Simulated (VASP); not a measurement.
A run of VASP 6.6.1 is set up as follows.

The input INCAR:

```
PREC = Accurate
ENCUT = 520
EDIFF = 1E-6
ISMEAR = 0
SIGMA = 0.02
LREAL = False
LASPH = True
NELM = 100
ALGO = Normal
ISIF = 2
LWAVE = False
LCHARG = False
GGA = PE
NBANDS = 29
```

The input KPOINTS:

```
regular mesh
0
Gamma
  6 6 6
```

Contents of POSCAR:

```
P3C
1.0
    5.3060705952     -3.0685376811     -0.0169197339
    5.3060705952      3.0685376811     -0.0169197339
   -1.6892944820      0.0000000000      5.6222381869
P C
6 2
Direct
    0.6001048986      0.6001048986      0.1236301523
    0.3998951014      0.3998951014      0.8763698477
    0.6115673271      0.1071489807      0.1125186955
    0.1071489807      0.6115673271      0.1125186955
    0.3884326729      0.8928510193      0.8874813045
    0.8928510193      0.3884326729      0.8874813045
    0.0614211691      0.0614211691      0.9783907234
    0.9385788309      0.9385788309      0.0216092766
```

Potentials or basis: VASP PAW PBE potentials, release 64 (P, C).

Command:

```sh
$ cat potpaw_PBE.64/P/POTCAR potpaw_PBE.64/C/POTCAR > POTCAR
$ mpirun -np 1 vasp_std > vasp.out
```

(1) Estimate the band gap on the k mesh.

(2) Estimate the largest force.

Results:

(1) 1.02 eV (least direct gap 1.09 eV).

(2) 0.106 eV/Å.
